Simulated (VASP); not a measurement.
# AlNi (P4/mmm) in VASP: further runs

The runs below take AlNi through relaxation of cell and atoms, with PBEsol.

Program: VASP 6.6.1. These are calculated values, not measurements. Logs are shortened: lines on timing, memory, paths and dates and some standing lists are left out, and cuts for length are marked.

## Step 1: The cell of the first run

The typed cell holds 2 atoms: a = 2.809 Å, b = 2.809 Å, c = 2.819 Å, α = 90.00°, β = 90.00°, γ = 90.00°.

## Step 2: Relaxation of cell and atoms, PBEsol, target pressure 10 GPa, at which the enthalpy is minimised

File INCAR:

```
PREC = Accurate
ENCUT = 600
EDIFF = 1E-6
ISMEAR = 0
SIGMA = 0.1
LREAL = False
LASPH = True
NELM = 100
ALGO = Fast
ISIF = 3
LWAVE = False
LCHARG = False
GGA = PS
IBRION = 2
NSW = 70
EDIFFG = -0.008
PSTRESS = 100.0
```

File KPOINTS:

```
Automatic mesh
0
Gamma
  16 16 14
```

File POSCAR:

```
AlNi
1.0
    1.9864648014     -1.9864648014      0.0000000000
    1.9864648014      1.9864648014      0.0000000000
    0.0000000000      0.0000000000      2.8192416090
Al Ni
1 1
Direct
    0.0000000000      0.0000000000      0.0000000000
    0.5000000000      0.5000000000      0.5000000000
```

Potentials or basis: VASP PAW PBE potentials, release 64 (Al, Ni).

Started as:

```sh
> cat potpaw_PBE.64/Al/POTCAR potpaw_PBE.64/Ni/POTCAR > POTCAR
> mpirun -np 1 vasp_std > vasp.out
```

OUTCAR:

```text
PREC = Accurate
   ENCUT = 600
   EDIFF = 1E-6
   ISMEAR = 0
   LREAL = False
   LASPH = True
   NELM = 100
   ISIF = 3
   GGA = PS
   IBRION = 2
   NSW = 70
   EDIFFG = -0.008
   PSTRESS = 100.0

 ion  position               nearest neighbor table
   1  0.000  0.000  0.000-   2 2.44   2 2.44   2 2.44   2 2.44   2 2.44   2 2.44   2 2.44   2 2.44

   2  0.500  0.500  0.500-   1 2.44   1 2.44   1 2.44   1 2.44   1 2.44   1 2.44   1 2.44   1 2.44

  LATTYP: Found a simple tetragonal cell.
 ALAT       =     2.8092854633
 C/A-ratio  =     1.0035440135

  Lattice vectors:

 A1 = (   1.9864648014,  -1.9864648014,   0.0000000000)
 A2 = (   1.9864648014,   1.9864648014,   0.0000000000)
 A3 = (   0.0000000000,   0.0000000000,   2.8192416090)

Analysis of symmetry for initial positions (statically):
=====================================================================
 Subroutine PRICEL returns:
 Original cell was already a primitive cell.

 Routine SETGRP: Setting up the symmetry group for a
 simple tetragonal supercell.

 Subroutine GETGRP returns: Found 16 space group operations
 (whereof 16 operations were pure point group operations)
 out of a pool of 16 trial point group operations.

The static configuration has the point symmetry D_4h.

Analysis of symmetry for dynamics (positions and initial velocities):
=====================================================================
 Subroutine PRICEL returns:
 Original cell was already a primitive cell.

 Routine SETGRP: Setting up the symmetry group for a
 simple tetragonal supercell.

 Subroutine GETGRP returns: Found 16 space group operations
 (whereof 16 operations were pure point group operations)
 out of a pool of 16 trial point group operations.

The dynamic configuration has the point symmetry D_4h.

 Subroutine INISYM returns: Found 16 space group operations
 (whereof 16 operations are pure point group operations),
 and found     1 'primitive' translations

----------------------------------------------------------------------------------------

                                     Primitive cell

  volume of cell :      22.2497

  direct lattice vectors                    reciprocal lattice vectors
     1.986464801 -1.986464801  0.000000000     0.251703428 -0.251703428  0.000000000
     1.986464801  1.986464801  0.000000000     0.251703428  0.251703428  0.000000000
     0.000000000  0.000000000  2.819241609     0.000000000  0.000000000  0.354705321

  length of vectors
     2.809285463  2.809285463  2.819241609     0.355962401  0.355962401  0.354705321

  position of ions in fractional coordinates (direct lattice)
     0.000000000  0.000000000  0.000000000
     0.500000000  0.500000000  0.500000000

  ion indices of the primitive-cell ions
   primitive index   ion index
                 1           1
                 2           2

----------------------------------------------------------------------------------------

 KPOINTS: Automatic mesh

Automatic generation of k-mesh.
 Grid dimensions read from file:
 generate k-points for:   16   16   14

 Generating k-lattice:

  Cartesian coordinates                     Fractional coordinates (reciprocal lattice)
     0.015731464 -0.015731464  0.000000000     0.062500000  0.000000000  0.000000000
     0.015731464  0.015731464  0.000000000     0.000000000  0.062500000  0.000000000
     0.000000000  0.000000000  0.025336094     0.000000000  0.000000000  0.071428571

  Length of vectors
     0.022247650  0.022247650  0.025336094

  Shift w.r.t. Gamma in fractional coordinates (k-lattice)
     0.000000000  0.000000000  0.000000000

 Subroutine IBZKPT returns following result:
 ===========================================

 Found    360 irreducible k-points:

 Following reciprocal coordinates:
            Coordinates               Weight
  0.000000  0.000000  0.000000      1.000000
  0.062500  0.000000  0.000000      4.000000
  0.125000  0.000000  0.000000      4.000000
  0.187500  0.000000  0.000000      4.000000
  0.250000  0.000000  0.000000      4.000000
  0.312500  0.000000  0.000000      4.000000
[... 16 lines left out ...]
  0.437500  0.125000  0.000000      8.000000
  0.500000  0.125000  0.000000      4.000000
 [... further k-points ...]
   k-points           NKPTS =    360   k-points in BZ     NKDIM =    360   number of bands    NBANDS=     10
   number of dos      NEDOS =    301   number of ions     NIONS =      2
   total plane-waves  NPLWV =  13824
   dimension x,y,z NGX =    24 NGY =   24 NGZ =   24
   dimension x,y,z NGXF=    48 NGYF=   48 NGZF=   48
   ions per type =               1   1
   NGX,Y,Z   is equivalent  to a cutoff of  14.20, 14.20, 14.15 a.u.
   NGXF,Y,Z  is equivalent  to a cutoff of  28.41, 28.41, 28.30 a.u.
 SYSTEM =  unknown system
   PREC   = accura    normal or accurate (medium, high low for compatibility)
   ISTART =      0    job   : 0-new  1-cont  2-samecut
   ICHARG =      2    charge: 1-file 2-atom 10-const
   ISPIN  =      1    spin polarized calculation?
   LNONCOLLINEAR =      F non collinear calculations
   LSORBIT =      F    spin-orbit coupling
   LASPH  =      T    aspherical Exc in radial PAW
   ENCUT  =  600.0 eV  44.10 Ry    6.64 a.u.   5.61  5.61  5.63*2*pi/ulx,y,z
   NELM   =    100;   NELMIN=  2; NELMDL= -5     # of ELM steps
   EDIFF  = 0.1E-05   stopping-criterion for ELM
   LREAL  =      F    real-space projection
   EDIFFG = -.8E-02   stopping-criterion for IOM
   NSW    =     70    number of steps for IOM
   IBRION =      2    ionic relax: 0-MD 1-quasi-New 2-CG
   NFREE  =      1    steps in history (QN), initial steepest desc. (CG)
   ISIF   =      3    stress and relaxation
   ISYM   =      2    0-nonsym 1-usesym 2-fastsym
   POTIM  = 0.5000    time-step for ionic-motion
   TEBEG  =    0.0;   TEEND  =   0.0 temperature during run
   PSTRESS=  100.0 pullay stress
   NELECT =      13.0000    total number of electrons
   NUPDOWN=      -1.0000    fix difference up-down
   EMIN   =  10.00;   EMAX   =-10.00  energy-range for DOS
   EFERMI =   0.00;   METHOD = LEGACY
   ISMEAR =     0;   SIGMA  =   0.10  broadening in eV -4-tet -1-fermi 0-gaus
   EFERMI_NEDOS =   21; number of points for ismear=-14 and -15
   IALGO  =     68    algorithm
   IMIX   =      4    mixing-type and parameters
     AMIX     =   0.40;   BMIX     =  1.00
     AMIX_MAG =   1.60;   BMIX_MAG =  1.00
  volume/ion in A,a.u.               =      11.12        75.07
  Fermi-wavevector in a.u.,A,eV,Ry     =   1.368615  2.586307 25.485165  1.873107
  Thomas-Fermi vector in A             =   2.494563
   LORBIT       =      0    0 simple, 1 ext, 2 COOP (PROOUT), +10 PAW based schemes
   GGA     = PS    functional components
   LHFCALC =     F    Hartree Fock is set to
   AEXX    =    0.0000 exact exchange contribution
   IVDW    =     0    specifies the selected vdW correction
   LEPSILON=     F    determine dielectric tensor
   LRPA    =     F    only Hartree local field effects (RPA)
 conjugate gradient relaxation of ions
 non-spin polarized calculation
 RMM-DIIS sequential band-by-band and
 Gauss-broadening in eV      SIGMA  =   0.10
  energy-cutoff  :      600.00
  volume of cell :       22.25
 maximum number of plane-waves:       756
 NGX is ok and might be reduce to    24
   NGX = 11   NGY = 11   NGZ = 11

--------------------------------------- Ionic step        1  -------------------------------------------

 number of electron      12.9999987 magnetization

 Free energy of the ion-electron system (eV)
  ---------------------------------------------------
  ext. energy  EPLUGINS =         0.00000000
  ---------------------------------------------------
  free energy    TOTEN  =       -11.55140284 eV

  energy without entropy =      -11.54794209  energy(sigma->0) =      -11.54967246

------------------------ aborting loop because EDIFF is reached ----------------------------------------

  FORCE on cell =-STRESS in cart. coord.  units (eV):
  Direction    XX          YY          ZZ          XY          YZ          ZX
  --------------------------------------------------------------------------------------
  -------------------------------------------------------------------------------------
  Total        1.4528888      1.4528888      1.4469711      0.0000000      0.0000000      0.0000000
  in kB      104.6210095    104.6210095    104.1948815      0.0000000      0.0000000      0.0000000
  external PRESSURE =       4.4789668 kB  Pullay stress =     100.0000000 kB
[... 175 lines left out ...]
  enthalpy is  TOTEN    =       -10.1627016640 eV   P V=        1.3912382667

--------------------------------------- Ionic step        6  -------------------------------------------

 number of electron      12.9999988 magnetization

 Free energy of the ion-electron system (eV)
  ---------------------------------------------------
  ext. energy  EPLUGINS =         0.00000000
  ---------------------------------------------------
  free energy    TOTEN  =       -11.55372812 eV

  energy without entropy =      -11.55026409  energy(sigma->0) =      -11.55199611

 E-fermi :  10.8419     XC(G=0): -12.5123

 val. band max:       10.8372347269   @ k =   0.2500   0.0625   0.3571
 cond. band min:      10.8487738286   @ k =   0.3750   0.3750   0.5000
 fundamental gap:      0.0115391017
 Fermi energy:        10.8418742640

 k-point     1 :       0.0000    0.0000    0.0000
  band No.  band energies     occupation
      1      -0.8020      2.00000
      2       7.2637      2.00000
      3       7.2656      2.00000
      4       9.1604      2.00000
      5       9.1604      2.00000
      6       9.1698      2.00000
      7      16.5711      0.00000
      8      16.7023      0.00000
      9      16.7023      0.00000
     10      19.2181      0.00000
[... 287 lines left out ...]
 k-point    24 :       0.5000    0.1250    0.0000
  band No.  band energies     occupation
      1       3.8548      2.00000
      2       3.9671      2.00000
      3       7.8654      2.00000
      4       8.3239      2.00000
      5       8.4020      2.00000
      6       9.1468      2.00000
      7      10.1712      2.00000
      8      18.0776      0.00000
      9      19.1014      0.00000
     10      21.5905      0.00000

 [... further k-points ...]
[... 5 lines left out ...]
  --------------------------------------------------------------------------------------
  -------------------------------------------------------------------------------------
  Total        1.3950872      1.3950872      1.3905094      0.0000000     -0.0000000      0.0000000
  in kB      100.2920980    100.2920980     99.9630034      0.0000000     -0.0000000      0.0000000
  external PRESSURE =       0.1823998 kB  Pullay stress =     100.0000000 kB
[... 17 lines left out ...]
  FREE ENERGIE OF THE ION-ELECTRON SYSTEM (eV)
  ---------------------------------------------------
  free  energy   TOTEN  =       -11.5537281232 eV

  energy  without entropy=      -11.5502640892  energy(sigma->0) =      -11.55199611

  enthalpy is  TOTEN    =       -10.1627040899 eV   P V=        1.3910240333

 reached required accuracy - stopping structural energy minimisation
```

It took 2.9 min on 1 thread of Intel Xeon 8259CL, shared host; peak memory 0.25 GiB.

What came out:

```yaml
Free_energy: -11.5537 eV
Relaxed_volume: 11.14 Å³/atom
Relaxed_cell: a = 2.811 Å, b = 2.811 Å, c = 2.821 Å, α = 90.00°, β = 90.00°, γ = 90.00°
Space_group_after_relaxing_to_0.1_Å: Pm-3m (No. 221)
Energy_change_on_relaxing_the_run_minimises_the_enthalpy: -1.2 meV/atom
Ionic_steps: 6
Pressure_after_relaxing: 10.0 GPa
Band_gap_on_the_k_mesh: zero (an odd number of electrons rules out a gap without spin polarisation)
```

Step by step:
```tsv
step	energy change (eV)	largest force (eV/Å)	pressure (GPa)	volume (Å³)
1	0.0000	0.0000	10.45	22.25
2	-0.0061	0.0000	9.29	22.35
3	-0.0018	0.0000	10.36	22.28
4	-0.0033	0.0000	9.62	22.30
5	-0.0025	0.0000	9.85	22.29
6	-0.0023	0.0000	10.02	22.29
```

Final structure:
```
Al Ni
1.0
     1.98760   -1.98760    0.00000
     1.98760    1.98760    0.00000
     0.00000    0.00000    2.82070
Al Ni
1 1
Cartesian
  0.0000 0.0000 0.0000
  1.9876 0.0000 1.4104
```

Levels at points of the mesh, in eV from the Fermi level:
```tsv
k point	band 4	band 5	band 6	band 7	band 8	band 9	band 10
(0.00, 0.00, 0.00)	-1.68	-1.68	-1.67	5.73	5.86	5.86	8.38
(0.50, 0.00, 0.00)	-2.47	-2.44	-1.58	-0.66	8.39	10.28	10.40
(0.50, 0.50, 0.00)	-3.05	-2.29	-2.29	-1.09	1.63	2.88	13.04
(0.00, 0.00, 0.50)	-2.44	-2.44	-1.57	-0.69	8.39	10.39	10.39
(0.50, 0.00, 0.50)	-3.06	-2.27	-2.27	-1.10	1.59	2.85	13.13
(0.50, 0.50, 0.50)	-1.06	-1.06	1.93	1.94	1.94	4.38	4.79
```

Caveat: the cell is relaxed towards a set pressure, so the run minimises the enthalpy, not the energy; the PAW data sets were made with another functional, which shifts forces and pressure a little.

## Step 3: Relaxation of cell and atoms, PBEsol, target pressure 40 GPa, at which the enthalpy is minimised

This run uses another cell than the first one, of 9.92 Å³/atom.

File INCAR:

```
PREC = Accurate ; ENCUT = 600
EDIFF = 1E-6 ; ISMEAR = 0
SIGMA = 0.1 ; LREAL = False
LASPH = True ; NELM = 80
ALGO = Normal ; ISIF = 3
LWAVE = False ; LCHARG = False
GGA = PS ; IBRION = 2
NSW = 70 ; EDIFFG = -0.008
PSTRESS = 400.0
```

File KPOINTS:

```
Automatic mesh
0
Gamma
  16 16 16
```

File POSCAR:

```
AlNi
1.0
    1.9126940888     -1.9126940888      0.0000000000
    1.9126940888      1.9126940888      0.0000000000
    0.0000000000      0.0000000000      2.7119156288
Al Ni
1 1
Direct
    0.0000000000      0.0000000000      0.0000000000
    0.5000000000      0.5000000000      0.5000000000
```

Potentials or basis: VASP PAW PBE potentials, release 64 (Al, Ni).

Started as:

```sh
> cat potpaw_PBE.64/Al/POTCAR potpaw_PBE.64/Ni/POTCAR > POTCAR
> mpirun -np 1 vasp_std > vasp.out
```

It took 4 min on 1 thread of Intel Xeon 8259CL, shared host; peak memory 0.25 GiB.

Results (log left out):

- Free energy: -11.2069 eV
- Relaxed volume: 9.97 Å³/atom
- Relaxed cell: a = 2.711 Å, b = 2.711 Å, c = 2.711 Å, α = 90.00°, β = 90.00°, γ = 90.00°
- Space group after relaxing (to 0.1 Å): Pm-3m (No. 221)
- Energy change on relaxing (the run minimises the enthalpy): -11.5 meV/atom
- Ionic steps: 8
- Pressure after relaxing: 40.0 GPa
- Band gap on the k mesh: zero (an odd number of electrons rules out a gap without spin polarisation)

The path:
```csv
step,energy change (eV),largest force (eV/Å),pressure (GPa),volume (Å³)
1,0.0000,0.0000,41.50,19.84
2,-0.0656,0.0000,37.09,20.11
3,-0.0228,0.0000,40.09,19.93
4,-0.0244,0.0000,39.91,19.94
5,-0.0238,0.0000,39.91,19.94
6,-0.0233,0.0000,39.95,19.93
7,-0.0232,0.0000,39.95,19.93
8,-0.0230,0.0000,39.95,19.93
```

Final structure:
```
Al Ni
1.0
     1.91729   -1.91729    0.00000
     1.91729    1.91729    0.00000
     0.00000    0.00000    2.71125
Al Ni
1 1
Direct
  0.00000 0.00000 0.00000
  0.50000 0.50000 0.50000
```

Levels at points of the mesh, in eV from the Fermi level:
```tsv
k point	band 3	band 4	band 5	band 6	band 7	band 8	band 9	band 10
(0.00, 0.00, 0.00)	-4.22	-1.95	-1.95	-1.95	6.34	6.34	6.34	8.77
(0.50, 0.00, 0.00)	-3.59	-2.84	-2.84	-1.83	-0.74	8.47	10.93	10.93
(0.50, 0.50, 0.00)	-3.39	-3.39	-2.67	-2.67	-1.26	1.83	3.45	14.45
(0.00, 0.00, 0.50)	-3.58	-2.84	-2.84	-1.83	-0.74	8.47	10.93	10.93
(0.50, 0.00, 0.50)	-3.39	-3.39	-2.67	-2.67	-1.26	1.83	3.45	14.45
(0.50, 0.50, 0.50)	-5.09	-1.22	-1.22	1.82	1.82	1.82	5.35	5.35
```

Caveat: the cell is relaxed towards a set pressure, so the run minimises the enthalpy, not the energy; the PAW data sets were made with another functional, which shifts forces and pressure a little. Spin polarisation is off, so any magnetic state and its effect on volume and gap are missing.

The gap in the log of VASP goes by the Fermi energy; the results here count the filled bands.